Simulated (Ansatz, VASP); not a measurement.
**Two plane-wave programs on Pd**

```
Pd
1.0
     0.00000    2.86702    2.86702
     2.86702    0.00000    2.86702
     2.86702    2.86702    0.00000
Pd
2
Direct
  0.12500 0.12500 0.12500
  0.87500 0.87500 0.87500
```

Alike in both runs: task single point; functional RPBE; k mesh 10 × 10 × 10; occupations fermi-dirac, width 0.05 eV; collinear spin.

|  | VASP | Ansatz |
| --- | --- | --- |
| version | VASP 6.6.1 | Ansatz 0.2.0 |
| potentials or method | VASP PAW PBE potentials, release 64 (Pd), cutoff 520 eV | plane waves (420 eV) with PAW, scalar-relativistic |
| valence electrons in the cell | 20 | 36 |

Ansatz gave:

| Property | Result |
| --- | --- |
| pressure (GPa) | 5.8 |
| net moment per atom (μB) | 0.47 |
| size of the moment on the site where the two differ most (μB) | 0.46 |

Q: Which values does VASP return?

A: Pressure (GPa): 5.4; net moment per atom (μB): 0.47; size of the moment on the site where the two differ most (μB): 0.46.

VASP's potentials were made for PBE, not for RPBE. Site moments also hang on the region over which each program counts them. With one functional, cell and mesh, what is left measures potentials, basis and numerics. VASP's potentials hold 20 valence electrons a cell and Ansatz's 36, so a difference there can come from the potentials and not from the codes.
